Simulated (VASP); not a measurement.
Write the native input for VASP 6.6.1 that does the following.

| Item | Value |
| --- | --- |
| Task | single point |
| Functional | r2SCAN |
| Potentials or basis | VASP PAW PBE potentials, release 64 (Hf_pv, O) |
| Cutoff | 520 eV |
| k mesh | 6 × 6 × 6 |
| Occupations | gaussian, width 0.02 eV |
| Spin | no spin polarisation |
| Dipole correction | no |
| Further INCAR settings | ALGO = Normal; EDIFF = 1e-07; NBANDS = 31 |

Crystal: HfO2.

```
CELL_PARAMETERS angstrom
3.53522 0.00000 0.00000
0.00000 3.53522 0.00000
0.00000 0.00000 5.08966
ATOMIC_POSITIONS crystal
Hf 0.50000 0.50000 0.50000
Hf 0.00000 0.00000 0.00000
O 0.00000 0.50000 0.70606
O 0.50000 0.00000 0.79394
O 0.50000 0.00000 0.29394
O 0.00000 0.50000 0.20606
```

One way to write it, as run:

POSCAR

```
HfO2
1.0
    3.5352174680      0.0000000000      0.0000000000
    0.0000000000      3.5352174680      0.0000000000
    0.0000000000      0.0000000000      5.0896642718
Hf O
2 4
Direct
    0.5000000000      0.5000000000      0.5000000000
    0.0000000000      0.0000000000      0.0000000000
    0.0000000000      0.5000000000      0.7060606536
    0.5000000000      0.0000000000      0.7939393464
    0.5000000000      0.0000000000      0.2939393464
    0.0000000000      0.5000000000      0.2060606536
```

INCAR.step1

```
  PREC = Accurate
  ENCUT = 520
  ISMEAR = 0
  SIGMA = 0.02
  LREAL = F
  LASPH = T
  NELM = 80
  NBANDS = 31
  GGA = PE
  ALGO = Normal
  EDIFF = 1E-4
  LWAVE = T
  LCHARG = F
```

INCAR.step2

```
  PREC = Accurate
  ENCUT = 520
  EDIFF = 1E-7
  ISMEAR = 0
  SIGMA = 0.02
  LREAL = F
  LASPH = T
  NELM = 80
  ALGO = Normal
  ISIF = 2
  LWAVE = F
  LCHARG = T
  METAGGA = R2SCAN
  LMIXTAU = T
  LELF = T
  LVHAR = T
  NBANDS = 31
  ISTART = 1
```

KPOINTS

```
regular mesh
0
Gamma
  6 6 6
```

Potentials or basis: VASP PAW PBE potentials, release 64 (Hf_pv, O).

Command:

```sh
$ cat potpaw_PBE.64/Hf_pv/POTCAR potpaw_PBE.64/O/POTCAR > POTCAR
$ cp INCAR.step1 INCAR
$ mpirun -np 1 vasp_std > vasp.out
$ cp INCAR.step2 INCAR
$ mpirun -np 1 vasp_std > vasp.out
```

It gave:

```yaml
Pressure: 6.0 GPa
Largest_force: 0.053 eV/Å
Band_gap_on_the_k_mesh: 5.21 eV, indirect (least direct gap 5.35 eV)
```

Caveat: the PAW data sets were made with another functional, which shifts forces and pressure a little; spin-orbit coupling is left out, which moves the levels of the heavy elements.

Run time: 2.8 min on 1 thread of Intel(R) Xeon(R) Platinum 8488C (Sapphire Rapids), with other jobs on the host, peak memory 0.21 GiB.
